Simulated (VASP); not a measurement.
# AlZn2Ga3O8 (P1) in VASP: single point with PBEsol

Aim: the single point of AlZn2Ga3O8 with PBEsol.

Everything below comes from runs of VASP 6.6.1. Logs are shortened: lines on timing, memory, paths and dates and some standing lists are left out, and cuts for length are marked.

## 1. The cell of the first run

The typed cell holds 56 atoms: a = 8.278 Å, b = 8.278 Å, c = 8.278 Å, α = 90.00°, β = 90.00°, γ = 90.00°.

## 2. Single point, PBEsol

INCAR reads:

```
SYSTEM = AlZn2Ga3O8
ALGO = Normal
EDIFF = 1E-6
ENCUT = 520
GGA = PS
ISIF = 2
ISMEAR = -1
ISYM = 0
LASPH = .TRUE.
LCHARG = .FALSE.
LREAL = Auto
LWAVE = .FALSE.
NBANDS = 262
NELM = 60
PREC = Accurate
SIGMA = 0.05
```

KPOINTS reads:

```
Automatic mesh
0
Gamma
  1 1 1
  0.25 0.25 0.25
```

POSCAR reads:

```
AlZn2Ga3O8
1.0
    8.2782814638      0.0000000000      0.0000000000
    0.0000000000      8.2782814638      0.0000000000
    0.0000000000      0.0000000000      8.2782814638
Zn Al O Ga
8 4 32 12
Direct
    0.8749570000      0.3730940000      0.3730310000
    0.3750520000      0.8772580000      0.3729320000
    0.3749140000      0.3736060000      0.8769220000
    0.1253390000      0.1257150000      0.1212060000
    0.8752730000      0.8773480000      0.8769700000
    0.6253130000      0.6257380000      0.1212230000
    0.6255810000      0.1259360000      0.6289920000
    0.1255210000      0.6258500000      0.6293890000
    0.5003020000      0.0007340000      0.9999800000
    0.7500530000      0.2478090000      0.9973060000
    0.2520860000      0.7524740000      0.0011230000
    0.9985280000      0.2494760000      0.7519020000
    0.5101680000      0.0109820000      0.2311980000
    0.7408900000      0.2402170000      0.2295150000
    0.5162260000      0.2336900000      0.0063990000
    0.7332310000      0.0154580000      0.0071940000
    0.0120960000      0.5116220000      0.2372960000
    0.2411240000      0.7418270000      0.2321300000
    0.0186480000      0.7412990000      0.0085830000
    0.2419210000      0.5191410000      0.0091850000
    0.0097020000      0.0183680000      0.7418550000
    0.2310590000      0.2412030000      0.7427660000
    0.0083910000      0.2416090000      0.5189520000
    0.2391560000      0.0122970000      0.5134250000
    0.2606710000      0.2623210000      0.2601770000
    0.4899650000      0.4890370000      0.2601180000
    0.4890440000      0.2605590000      0.4887210000
    0.2611150000      0.4908740000      0.4887880000
    0.5114140000      0.5111630000      0.7398730000
    0.7398600000      0.7381610000      0.7406810000
    0.5105150000      0.7408680000      0.5124830000
    0.7392990000      0.5107870000      0.5109160000
    0.7623160000      0.7616070000      0.2592050000
    0.9890360000      0.9909420000      0.2611540000
    0.9901600000      0.7623100000      0.4896850000
    0.7597280000      0.9901790000      0.4877730000
    0.7664520000      0.2577710000      0.7662530000
    0.9901520000      0.4814040000      0.7603220000
    0.9836830000      0.2573500000      0.9837430000
    0.7601150000      0.4811300000      0.9896490000
    0.2598710000      0.7617200000      0.7697420000
    0.4894930000      0.9913710000      0.7689280000
    0.4852090000      0.7675650000      0.9925480000
    0.2673480000      0.9854220000      0.9931840000
    0.7497910000      0.0008600000      0.2470680000
    0.0012480000      0.4992970000      0.9986280000
    0.9991320000      0.0021010000      0.5016890000
    0.5001870000      0.5006300000      0.5001100000
    0.2485690000      0.2518370000      0.5016660000
    0.2513740000      0.5020870000      0.2484970000
    0.5006770000      0.2500950000      0.2472140000
    0.7503430000      0.7505520000      0.4999950000
    0.2492760000      0.0018160000      0.7539820000
    0.7505860000      0.4977440000      0.7504420000
    0.0018840000      0.7517210000      0.2486870000
    0.4999790000      0.7512410000      0.7528600000
```

Potentials or basis: VASP PAW PBE potentials, release 64 (Zn, Al, O, Ga_d).

Started as:

```
cat potpaw_PBE.64/Zn/POTCAR potpaw_PBE.64/Al/POTCAR potpaw_PBE.64/O/POTCAR potpaw_PBE.64/Ga_d/POTCAR > POTCAR
mpirun -np 1 vasp_std > vasp.out
```

OUTCAR:

```text
SYSTEM = AlZn2Ga3O8
   EDIFF = 1E-6
   ENCUT = 520
   GGA = PS
   ISIF = 2
   ISMEAR = -1
   ISYM = 0
   LASPH = .TRUE.
   LREAL = Auto
   NELM = 60
   PREC = Accurate

 ion  position               nearest neighbor table
   1  0.875  0.373  0.373-  14 1.96  32 1.97  23 1.97  17 1.97
   2  0.375  0.877  0.373-  18 1.96  13 1.96  31 1.97  24 1.97
   3  0.375  0.374  0.877-  22 1.96  15 1.96  29 1.96  20 1.97
   4  0.125  0.126  0.121-  44 1.96  25 1.96  39 1.96  34 1.96
   5  0.875  0.877  0.877-  16 1.96  21 1.96  30 1.96  19 1.97
   6  0.625  0.626  0.121-  33 1.96  26 1.96  43 1.96  40 1.97
   7  0.626  0.126  0.629-  37 1.96  42 1.96  36 1.97  27 1.97
   8  0.126  0.626  0.629-  41 1.96  38 1.96  28 1.97  35 1.97
   9  0.500  0.001  1.000-  42 1.92  13 1.92  16 1.93  44 1.93  15 1.93  43 1.94  11 2.91  45 2.91
                            51 2.91  56 2.91  10 2.91  53 2.91
  10  0.750  0.248  0.997-  37 1.92  14 1.92  16 1.93  40 1.93  39 1.94  15 1.94  12 2.89  45 2.91
                            54 2.91   9 2.91  51 2.92  46 2.94
  11  0.252  0.752  0.001-  18 1.92  41 1.92  44 1.93  20 1.93  43 1.94  19 1.94  56 2.90   9 2.91
                            53 2.91  50 2.91  55 2.91  46 2.95
  12  0.999  0.249  0.752-  21 1.92  38 1.92  39 1.92  37 1.93  22 1.93  23 1.93  10 2.89  54 2.90
                            46 2.91  47 2.91  53 2.92  49 2.93
  13  0.510  0.011  0.231-   9 1.92   2 1.96  51 1.99  45 1.99
[... 29 lines left out ...]
  43  0.485  0.768  0.993-  11 1.94   9 1.94   6 1.96  56 1.99
  44  0.267  0.985  0.993-   9 1.93  11 1.93   4 1.96  53 1.99
  45  0.750  0.001  0.247-  34 1.99  33 1.99  14 1.99  13 1.99  16 1.99  36 2.00   9 2.91  10 2.91
                            51 2.92
  46  0.001  0.499  0.999-  17 1.98  38 1.98  20 2.00  40 2.00  19 2.01  39 2.01  12 2.91  54 2.92
                            10 2.94  11 2.95
  47  0.999  0.002  0.502-  36 1.99  35 1.99  23 1.99  24 1.99  21 1.99  34 2.00  12 2.91
  48  0.500  0.501  0.500-  28 1.98  32 1.98  29 1.99  26 1.99  27 1.99  31 1.99
  49  0.249  0.252  0.502-  28 1.98  24 1.99  27 1.99  23 2.00  22 2.00  25 2.00  12 2.93
  50  0.251  0.502  0.248-  26 1.98  17 1.98  20 1.99  25 1.99  18 1.99  28 1.99  11 2.91
  51  0.501  0.250  0.247-  26 1.98  13 1.99  25 1.99  14 2.00  15 2.00  27 2.00   9 2.91  45 2.92
                            10 2.92
  52  0.750  0.751  0.500-  36 1.99  32 1.99  35 1.99  31 1.99  30 2.00  33 2.00
  53  0.249  0.002  0.754-  22 1.99  44 1.99  21 1.99  41 1.99  42 1.99  24 2.00  11 2.91   9 2.91
                            12 2.92
  54  0.751  0.498  0.750-  29 1.98  40 1.99  32 1.99  38 1.99  30 1.99  37 2.00  12 2.90  10 2.91
                            46 2.92
  55  0.002  0.752  0.249-  34 1.99  33 1.99  18 1.99  17 1.99  19 1.99  35 2.00  11 2.91
  56  0.500  0.751  0.753-  30 1.99  43 1.99  29 1.99  31 1.99  42 1.99  41 1.99  11 2.90   9 2.91

IMPORTANT INFORMATION: All symmetrisations will be switched off!
NOSYMM: (Re-)initialisation of all symmetry stuff for point group C_1.

----------------------------------------------------------------------------------------

                                     Primitive cell

[... 194 lines left out ...]
   IALGO  =     38    algorithm
   IMIX   =      4    mixing-type and parameters
     AMIX     =   0.40;   BMIX     =  1.00
     AMIX_MAG =   1.60;   BMIX_MAG =  1.00
  volume/ion in A,a.u.               =      10.13        68.36
  Fermi-wavevector in a.u.,A,eV,Ry     =   1.522146  2.876438 31.523717  2.316928
  Thomas-Fermi vector in A             =   2.630765
   LORBIT       =      0    0 simple, 1 ext, 2 COOP (PROOUT), +10 PAW based schemes
   GGA     = PS    functional components
   LHFCALC =     F    Hartree Fock is set to
   AEXX    =    0.0000 exact exchange contribution
   IVDW    =     0    specifies the selected vdW correction
   LEPSILON=     F    determine dielectric tensor
   LRPA    =     F    only Hartree local field effects (RPA)
 non-spin polarized calculation
  energy-cutoff  :      520.00
  volume of cell :      567.31
 maximum number of plane-waves:     15297
 NGX is ok and might be reduce to    64
   NGX = 31   NGY = 31   NGZ = 31

 number of electron     455.9999871 magnetization

 Free energy of the ion-electron system (eV)
  ---------------------------------------------------
  ext. energy  EPLUGINS =         0.00000000
  ---------------------------------------------------
  free energy    TOTEN  =      -351.08452975 eV

  energy without entropy =     -351.08452975  energy(sigma->0) =     -351.08452975

 E-fermi :   4.5588     XC(G=0): -11.9171

 val. band max:        3.2616374255   @ k =  -0.2500  -0.2500   0.2500
 cond. band min:       7.2179130693   @ k =  -0.2500  -0.2500   0.2500
 fundamental gap:      3.9562756438
 Fermi energy:         4.5588361266

 k-point     1 :       0.2500    0.2500    0.2500
  band No.  band energies     occupation
      1     -15.3197      2.00000
      2     -14.9673      2.00000
      3     -14.9613      2.00000
      4     -14.9553      2.00000
      5     -14.4764      2.00000
      6     -14.4653      2.00000
[... 961 lines left out ...]
    239      10.1599      0.00000
    240      10.2807      0.00000
 [bands above 240 left out]

------------------------ aborting loop because EDIFF is reached ----------------------------------------

  FORCE on cell =-STRESS in cart. coord.  units (eV):
  Direction    XX          YY          ZZ          XY          YZ          ZX
  --------------------------------------------------------------------------------------
  -------------------------------------------------------------------------------------
  Total        2.3206388      2.4444397      2.6729747     -1.3019164      0.1197973      1.3286926
  in kB        6.5538662      6.9035002      7.5489208     -3.6768263      0.3383272      3.7524468
  external PRESSURE =       7.0020957 kB  Pullay stress =       0.0000000 kB

 VOLUME and BASIS-vectors are now :
 -----------------------------------------------------------------------------
  energy-cutoff  :      520.00
  volume of cell :      567.31
      direct lattice vectors                 reciprocal lattice vectors
     8.278281464  0.000000000  0.000000000     0.120798019  0.000000000  0.000000000
     0.000000000  8.278281464  0.000000000     0.000000000  0.120798019  0.000000000
     0.000000000  0.000000000  8.278281464     0.000000000  0.000000000  0.120798019

 POSITION                                       TOTAL-FORCE (eV/Angst)
 -----------------------------------------------------------------------------------
      7.24314      3.08858      3.08806         0.014982      0.007038      0.012981
      3.10479      7.26219      3.08724         0.010359      0.013004      0.007827
      3.10364      3.09282      7.25941         0.011303      0.005196      0.015666
      1.03759      1.04070      1.00338        -0.014221     -0.008930     -0.017756
      7.24576      7.26293      7.25980         0.015454      0.015886      0.014880
      5.17652      5.18004      1.00352        -0.011724     -0.010822     -0.020487
[... 48 lines left out ...]
      0.01560      6.22296      2.05870         0.003846      0.003676     -0.002680
      4.13897      6.21898      6.23239         0.000013      0.002235      0.003922
 -----------------------------------------------------------------------------------
    total drift:                                0.004366      0.010957      0.006067

  FREE ENERGIE OF THE ION-ELECTRON SYSTEM (eV)
  ---------------------------------------------------
  free  energy   TOTEN  =      -351.0845297527 eV

  energy  without entropy=     -351.0845297526  energy(sigma->0) =     -351.08452975
```

It took 32 min on 1 thread of Intel Xeon 6975P-C, shared host; peak memory 0.82 GiB.

Results:

| Item | Value |
| --- | --- |
| Free energy | -351.0845 eV |
| Pressure | 0.7 GPa |
| Largest force | 0.061 eV/Å |
| Band gap on the k mesh | 3.96 eV, direct |

Forces in eV/Å, atoms in the order of the input:
```
Zn   0.015  0.007  0.013
Zn   0.010  0.013  0.008
Zn   0.011  0.005  0.016
Zn  -0.014 -0.009 -0.018
Zn   0.015  0.016  0.015
Zn  -0.012 -0.011 -0.020
Zn  -0.009 -0.007 -0.006
Zn  -0.014 -0.012 -0.010
Al   0.001  0.003 -0.004
Al   0.002 -0.002  0.000
Al   0.000  0.004 -0.001
Al  -0.002  0.000  0.003
O    0.020  0.016 -0.035
O    0.005  0.003 -0.032
O    0.041 -0.044  0.004
O   -0.047  0.038  0.004
O    0.002  0.004 -0.007
O   -0.001  0.000 -0.023
O    0.028 -0.009 -0.010
O   -0.009  0.027 -0.008
O   -0.004  0.024 -0.018
O   -0.035  0.004  0.005
O   -0.005 -0.016  0.027
O   -0.005  0.003  0.005
O    0.012  0.014  0.013
O   -0.006 -0.009  0.014
O   -0.008  0.011 -0.010
O    0.011 -0.005 -0.013
O    0.008  0.011 -0.015
O   -0.007 -0.014 -0.010
O    0.005 -0.004  0.008
O   -0.013  0.010  0.008
O    0.013  0.012  0.010
O   -0.008 -0.007  0.014
O   -0.008  0.007 -0.008
O    0.007 -0.007 -0.012
O    0.023 -0.010  0.017
O    0.008 -0.024  0.014
O   -0.018  0.020 -0.013
O    0.010 -0.027  0.012
O   -0.005 -0.004  0.028
O   -0.018 -0.017  0.033
O   -0.040  0.038 -0.003
O    0.041 -0.045 -0.003
Ga  -0.002  0.001 -0.002
Ga   0.003 -0.009 -0.006
Ga  -0.002  0.006  0.006
Ga   0.003 -0.002  0.000
Ga  -0.003 -0.001  0.002
Ga   0.001  0.001  0.000
Ga  -0.006 -0.002 -0.003
Ga   0.001 -0.001  0.002
Ga   0.000  0.006  0.005
Ga   0.003 -0.010  0.003
Ga   0.004  0.004 -0.003
Ga   0.000  0.002  0.004
```

Stress tensor (GPa, compression positive):
```
 0.66 -0.37  0.38
-0.37  0.69  0.03
 0.38  0.03  0.75
```

Caveat: the k points lie up to 0.76 Å⁻¹ apart; the PAW data sets were made with another functional, which shifts forces and pressure a little. A k mesh can miss the band edges.
